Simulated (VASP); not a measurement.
Crystal: CdSe.

```
CELL_PARAMETERS angstrom
4.47095 0.00000 0.00000
-2.23547 3.87195 0.00000
0.00000 0.00000 7.28895
ATOMIC_POSITIONS crystal
Cd 0.33333 0.66667 0.99938
Cd 0.66667 0.33333 0.49938
Se 0.33333 0.66667 0.37562
Se 0.66667 0.33333 0.87562
```

This cell differs from its parent crystal: strain +3.0%.

Base run:

| Property | Result |
| --- | --- |
| Program | VASP 6.6.1 |
| Functional | PBE |
| Potentials or basis | VASP PAW PBE potentials, release 64 (Cd, Se) |
| Cutoff | 500 eV |
| k mesh | 12 × 12 × 4 |
| Occupations | fermi-dirac, width 0.02 eV |
| Spin | no spin polarisation |

Its results: band gap on the k mesh 0.42 eV; pressure -2.1 GPa.

Problem. The run is repeated on the same cell with these changes: functional from PBE to r2SCAN; cutoff from 500 eV to 550 eV; occupations from fermi-dirac, width 0.02 eV to gaussian, width 0.01 eV. What comes out?

Solution. Band gap on the k mesh 0.88 eV; pressure -3.6 GPa.

Caveats: the cell stands under tension (at least some runs); the PAW data sets were made with another functional, which shifts forces and pressure a little (at least some runs).

A k mesh can miss the band edges.
